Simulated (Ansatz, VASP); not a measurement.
# CdS in VASP and in Ansatz

```
CELL_PARAMETERS angstrom
0.00000 2.93921 2.90982
2.93921 0.00000 2.90982
2.93921 2.93921 0.00000
ATOMIC_POSITIONS crystal
Cd 0.00000 0.00000 0.00000
S 0.25000 0.25000 0.25000
```

Change from the starting cell: uniaxial_z strain -1.0%.

Alike in both runs: task single point; functional r2SCAN; k mesh 8 × 8 × 8; no spin polarisation.

```csv
,VASP,Ansatz
version,VASP 6.6.1,Ansatz 0.2.0
potentials or method,"VASP PAW PBE potentials, release 64 (Cd, S)","plane waves, PAW"
plane-wave cutoff (eV),520,500
occupations,"gaussian, width 0.01 eV",fixed
valence electrons in the cell,18,26
```

Ansatz gave:

- gap on the k mesh at the Fermi level (eV): 1.55
- pressure (GPa): 0.6
- traceless stress, the component that is largest in VASP (GPa): 0.12

**Question.** Which values does VASP return?

**Answer.** gap on the k mesh at the Fermi level (eV): 1.54; pressure (GPa): 0.9; traceless stress, the component that is largest in VASP (GPa): 0.11.

VASP's potentials were made for PBE, not for r2SCAN. VASP's potentials hold 18 valence electrons a cell and Ansatz's 26, so a difference there can come from the potentials and not from the codes.
